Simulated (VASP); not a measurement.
# RbCl (Fm-3m) in VASP: single point with PBE

Aim: the single point of RbCl with PBE.

Everything below comes from runs of VASP 6.6.1. Logs are shortened: lines on timing, memory, paths and dates and some standing lists are left out, and cuts for length are marked.

### 1 The cell of the first run

The structure is cubic, space group Fm-3m (No. 225). Conventional cell: a = 6.617 Å, b = 6.617 Å, c = 6.617 Å, α = 90.00°, β = 90.00°, γ = 90.00°. Rb (site symmetry m-3m) has 6 Cl at 3.31 Å within 4.4 Å. Within 4.4 Å of Cl (site symmetry m-3m) lie 6 Rb at 3.31 Å.

### 2 Single point, PBE

The input, INCAR:

```
ALGO     = Normal         # electronic algorithm
EDIFF    = 1E-6           # SCF threshold, eV
ENCUT    = 500            # plane-wave cutoff, eV
GGA      = PE             # functional
GGA_COMPAT= False        
ISIF     = 2              # what is computed and relaxed
ISMEAR   = 0              # smearing method
LASPH    = True           # aspherical terms in the spheres
LCHARG   = False          # write CHGCAR
LREAL    = False          # projectors in reciprocal space
LWAVE    = False          # write WAVECAR
NBANDS   = 15             # bands
NELM     = 120            # most SCF steps
PREC     = Accurate       # precision mode
SIGMA    = 0.1            # smearing width, eV
```

The input, KPOINTS:

```
k-points
0
Gamma
  4 4 4
```

The input, POSCAR:

```
RbCl
1.0
    0.0000000000      3.3087072400      3.3087072400
    3.3087072400      0.0000000000      3.3087072400
    3.3087072400      3.3087072400      0.0000000000
Rb Cl
1 1
Direct
    0.0000000000      0.0000000000      0.0000000000
    0.5000000000      0.5000000000      0.5000000000
```

Potentials or basis: VASP PAW PBE potentials, release 64 (Rb_sv, Cl).

Started as:

```bash
$ cat potpaw_PBE.64/Rb_sv/POTCAR potpaw_PBE.64/Cl/POTCAR > POTCAR
$ mpirun -np 1 vasp_std > vasp.out
```

OUTCAR:

```text
EDIFF = 1E-6
   ENCUT = 500
   GGA = PE
   ISIF = 2
   ISMEAR = 0
   LASPH = True
   LREAL = False
   NELM = 120
   PREC = Accurate

 ion  position               nearest neighbor table
   1  0.000  0.000  0.000-   2 3.31   2 3.31   2 3.31   2 3.31   2 3.31   2 3.31
   2  0.500  0.500  0.500-   1 3.31   1 3.31   1 3.31   1 3.31   1 3.31   1 3.31

  LATTYP: Found a face centered cubic cell.
 ALAT       =     6.6174144800

  Lattice vectors:

 A1 = (   0.0000000000,   3.3087072400,   3.3087072400)
 A2 = (   3.3087072400,   0.0000000000,   3.3087072400)
 A3 = (   3.3087072400,   3.3087072400,   0.0000000000)

Analysis of symmetry for initial positions (statically):
=====================================================================
 Subroutine PRICEL returns:
 Original cell was already a primitive cell.

 Routine SETGRP: Setting up the symmetry group for a
 face centered cubic supercell.

 Subroutine GETGRP returns: Found 48 space group operations
 (whereof 48 operations were pure point group operations)
 out of a pool of 48 trial point group operations.

The static configuration has the point symmetry O_h .

Analysis of symmetry for dynamics (positions and initial velocities):
=====================================================================
 Subroutine PRICEL returns:
 Original cell was already a primitive cell.

 Routine SETGRP: Setting up the symmetry group for a
 face centered cubic supercell.

 Subroutine GETGRP returns: Found 48 space group operations
 (whereof 48 operations were pure point group operations)
 out of a pool of 48 trial point group operations.

The dynamic configuration has the point symmetry O_h .

 Subroutine INISYM returns: Found 48 space group operations
 (whereof 48 operations are pure point group operations),
 and found     1 'primitive' translations

----------------------------------------------------------------------------------------

                                     Primitive cell

  volume of cell :      72.4444

  direct lattice vectors                    reciprocal lattice vectors
     0.000000000  3.308707240  3.308707240    -0.151116422  0.151116422  0.151116422
     3.308707240  0.000000000  3.308707240     0.151116422 -0.151116422  0.151116422
     3.308707240  3.308707240  0.000000000     0.151116422  0.151116422 -0.151116422

  length of vectors
     4.679218653  4.679218653  4.679218653     0.261741321  0.261741321  0.261741321

  position of ions in fractional coordinates (direct lattice)
     0.000000000  0.000000000  0.000000000
     0.500000000  0.500000000  0.500000000

  ion indices of the primitive-cell ions
   primitive index   ion index
                 1           1
                 2           2

----------------------------------------------------------------------------------------

 KPOINTS: k-points

Automatic generation of k-mesh.
 Grid dimensions read from file:
 generate k-points for:    4    4    4

 Generating k-lattice:

  Cartesian coordinates                     Fractional coordinates (reciprocal lattice)
    -0.037779106  0.037779106  0.037779106     0.250000000  0.000000000  0.000000000
     0.037779106 -0.037779106  0.037779106     0.000000000  0.250000000  0.000000000
     0.037779106  0.037779106 -0.037779106     0.000000000  0.000000000  0.250000000

  Length of vectors
     0.065435330  0.065435330  0.065435330

  Shift w.r.t. Gamma in fractional coordinates (k-lattice)
     0.000000000  0.000000000  0.000000000

 Subroutine IBZKPT returns following result:
 ===========================================

 Found      8 irreducible k-points:

 Following reciprocal coordinates:
            Coordinates               Weight
  0.000000  0.000000  0.000000      1.000000
  0.250000  0.000000  0.000000      8.000000
  0.500000  0.000000  0.000000      4.000000
  0.250000  0.250000  0.000000      6.000000
  0.500000  0.250000  0.000000     24.000000
 -0.250000  0.250000  0.000000     12.000000
  0.500000  0.500000  0.000000      3.000000
 -0.250000  0.500000  0.250000      6.000000
   k-points           NKPTS =      8   k-points in BZ     NKDIM =      8   number of bands    NBANDS=     15
   number of dos      NEDOS =    301   number of ions     NIONS =      2
   total plane-waves  NPLWV =  46656
   dimension x,y,z NGX =    36 NGY =   36 NGZ =   36
   dimension x,y,z NGXF=    72 NGYF=   72 NGZF=   72
   ions per type =               1   1
   NGX,Y,Z   is equivalent  to a cutoff of  12.79, 12.79, 12.79 a.u.
   NGXF,Y,Z  is equivalent  to a cutoff of  25.58, 25.58, 25.58 a.u.
 SYSTEM =  unknown system
   PREC   = accura    normal or accurate (medium, high low for compatibility)
   ISTART =      0    job   : 0-new  1-cont  2-samecut
   ICHARG =      2    charge: 1-file 2-atom 10-const
   ISPIN  =      1    spin polarized calculation?
   LNONCOLLINEAR =      F non collinear calculations
   LSORBIT =      F    spin-orbit coupling
   LASPH  =      T    aspherical Exc in radial PAW
   ENCUT  =  500.0 eV  36.75 Ry    6.06 a.u.   8.53  8.53  8.53*2*pi/ulx,y,z
   NELM   =    120;   NELMIN=  2; NELMDL= -5     # of ELM steps
   EDIFF  = 0.1E-05   stopping-criterion for ELM
   LREAL  =      F    real-space projection
   EDIFFG = 0.1E-04   stopping-criterion for IOM
   NSW    =      0    number of steps for IOM
   IBRION =     -1    ionic relax: 0-MD 1-quasi-New 2-CG
   NFREE  =      0    steps in history (QN), initial steepest desc. (CG)
   ISIF   =      2    stress and relaxation
   ISYM   =      2    0-nonsym 1-usesym 2-fastsym
   POTIM  = 0.5000    time-step for ionic-motion
   TEBEG  =    0.0;   TEEND  =   0.0 temperature during run
   PSTRESS=    0.0 pullay stress
   NELECT =      16.0000    total number of electrons
   NUPDOWN=      -1.0000    fix difference up-down
   EMIN   =  10.00;   EMAX   =-10.00  energy-range for DOS
   EFERMI =   0.00;   METHOD = LEGACY
   ISMEAR =     0;   SIGMA  =   0.10  broadening in eV -4-tet -1-fermi 0-gaus
   EFERMI_NEDOS =   21; number of points for ismear=-14 and -15
   IALGO  =     38    algorithm
   IMIX   =      4    mixing-type and parameters
     AMIX     =   0.40;   BMIX     =  1.00
     AMIX_MAG =   1.60;   BMIX_MAG =  1.00
  volume/ion in A,a.u.               =      36.22       244.44
  Fermi-wavevector in a.u.,A,eV,Ry     =   0.989570  1.870016 13.323486  0.979249
  Thomas-Fermi vector in A             =   2.121178
   LORBIT       =      0    0 simple, 1 ext, 2 COOP (PROOUT), +10 PAW based schemes
   GGA     = PE    functional components
   LHFCALC =     F    Hartree Fock is set to
   AEXX    =    0.0000 exact exchange contribution
   IVDW    =     0    specifies the selected vdW correction
   LEPSILON=     F    determine dielectric tensor
   LRPA    =     F    only Hartree local field effects (RPA)
 non-spin polarized calculation
 Gauss-broadening in eV      SIGMA  =   0.10
  energy-cutoff  :      500.00
  volume of cell :       72.44
 maximum number of plane-waves:      1856
 NGX is ok and might be reduce to    36
   NGX = 17   NGY = 17   NGZ = 17

 number of electron      16.0000002 magnetization

 Free energy of the ion-electron system (eV)
  ---------------------------------------------------
  ext. energy  EPLUGINS =         0.00000000
  ---------------------------------------------------
  free energy    TOTEN  =        -6.67051230 eV

  energy without entropy =       -6.67051230  energy(sigma->0) =       -6.67051230

 E-fermi :  -1.4817     XC(G=0):  -7.2859

 val. band max:       -1.9384764535   @ k =   0.0000   0.0000   0.0000
 cond. band min:       3.0068935613   @ k =   0.0000   0.0000   0.0000
 fundamental gap:      4.9453700148
 Fermi energy:        -1.4817012496

 k-point     1 :       0.0000    0.0000    0.0000
  band No.  band energies     occupation
      1     -25.9005      2.00000
      2     -13.9221      2.00000
      3      -9.9494      2.00000
      4      -9.9494      2.00000
      5      -9.9494      2.00000
      6      -1.9385      2.00000
      7      -1.9385      2.00000
      8      -1.9385      2.00000
      9       3.0069      0.00000
     10       6.0438      0.00000
     11       6.0438      0.00000
     12       6.0438      0.00000
     13       7.0165      0.00000
     14       7.0165      0.00000
     15      10.1174      0.00000

 k-point     2 :       0.2500    0.0000    0.0000
  band No.  band energies     occupation
      1     -25.8932      2.00000
      2     -13.9509      2.00000
      3      -9.9555      2.00000
      4      -9.9555      2.00000
      5      -9.9380      2.00000
      6      -2.4040      2.00000
      7      -2.1066      2.00000
      8      -2.1066      2.00000
      9       4.2503      0.00000
     10       5.8126      0.00000
     11       6.7892      0.00000
     12       6.7892      0.00000
     13       7.8640      0.00000
     14       7.8640      0.00000
     15      11.6344      0.00000

 k-point     3 :       0.5000    0.0000    0.0000
  band No.  band energies     occupation
      1     -25.8859      2.00000
      2     -13.9793      2.00000
      3      -9.9614      2.00000
      4      -9.9614      2.00000
      5      -9.9270      2.00000
      6      -2.7762      2.00000
      7      -2.2631      2.00000
      8      -2.2631      2.00000
      9       5.7555      0.00000
     10       5.9750      0.00000
     11       8.1524      0.00000
     12       8.1524      0.00000
     13       9.3680      0.00000
     14       9.3680      0.00000
     15       9.9636      0.00000
[... 55 lines left out ...]
 k-point     7 :       0.5000    0.5000    0.0000
  band No.  band energies     occupation
      1     -25.8818      2.00000
      2     -13.8754      2.00000
      3     -10.1908      2.00000
      4     -10.0442      2.00000
      5     -10.0442      2.00000
      6      -2.2608      2.00000
      7      -2.0415      2.00000
      8      -2.0415      2.00000
      9       4.2803      0.00000
     10       6.0529      0.00000
     11       7.6822      0.00000
     12       8.0957      0.00000
     13       8.3780      0.00000
     14       9.7075      0.00000
     15       9.7075      0.00000

 k-point     8 :      -0.2500    0.5000    0.2500
  band No.  band energies     occupation
      1     -25.8816      2.00000
      2     -13.9060      2.00000
      3     -10.1178      2.00000
      4     -10.1178      2.00000
      5      -9.9394      2.00000
      6      -2.3651      2.00000
      7      -2.1774      2.00000
      8      -2.1774      2.00000
      9       5.7103      0.00000
     10       5.7103      0.00000
     11       7.3331      0.00000
     12       7.3470      0.00000
     13       9.4960      0.00000
     14       9.7493      0.00000
     15      10.2618      0.00000

------------------------ aborting loop because EDIFF is reached ----------------------------------------

  FORCE on cell =-STRESS in cart. coord.  units (eV):
  Direction    XX          YY          ZZ          XY          YZ          ZX
  --------------------------------------------------------------------------------------
  -------------------------------------------------------------------------------------
  Total        0.2571228      0.2571228      0.2571228     -0.0000000     -0.0000000      0.0000000
  in kB        5.6865154      5.6865154      5.6865154     -0.0000000     -0.0000000      0.0000000
  external PRESSURE =       5.6865154 kB  Pullay stress =       0.0000000 kB

 VOLUME and BASIS-vectors are now :
 -----------------------------------------------------------------------------
  energy-cutoff  :      500.00
  volume of cell :       72.44
      direct lattice vectors                 reciprocal lattice vectors
     0.000000000  3.308707240  3.308707240    -0.151116422  0.151116422  0.151116422
     3.308707240  0.000000000  3.308707240     0.151116422 -0.151116422  0.151116422
     3.308707240  3.308707240  0.000000000     0.151116422  0.151116422 -0.151116422

 POSITION                                       TOTAL-FORCE (eV/Angst)
 -----------------------------------------------------------------------------------
      0.00000      0.00000      0.00000        -0.000000      0.000000      0.000000
      3.30871      3.30871      3.30871         0.000000     -0.000000     -0.000000
 -----------------------------------------------------------------------------------
    total drift:                                0.000000      0.000000      0.000000

  FREE ENERGIE OF THE ION-ELECTRON SYSTEM (eV)
  ---------------------------------------------------
  free  energy   TOTEN  =        -6.6705122997 eV

  energy  without entropy=       -6.6705122997  energy(sigma->0) =       -6.67051230
```

Wall time 15 s (1 thread of Intel Xeon 8259CL, shared host); peak memory 0.2 GiB.

What came out:

```yaml
Free_energy: -6.6705 eV
Pressure: 0.6 GPa
Band_gap_on_the_k_mesh: 4.95 eV, direct
```

PBE gaps usually lie below the measured ones, often by a third to a half.
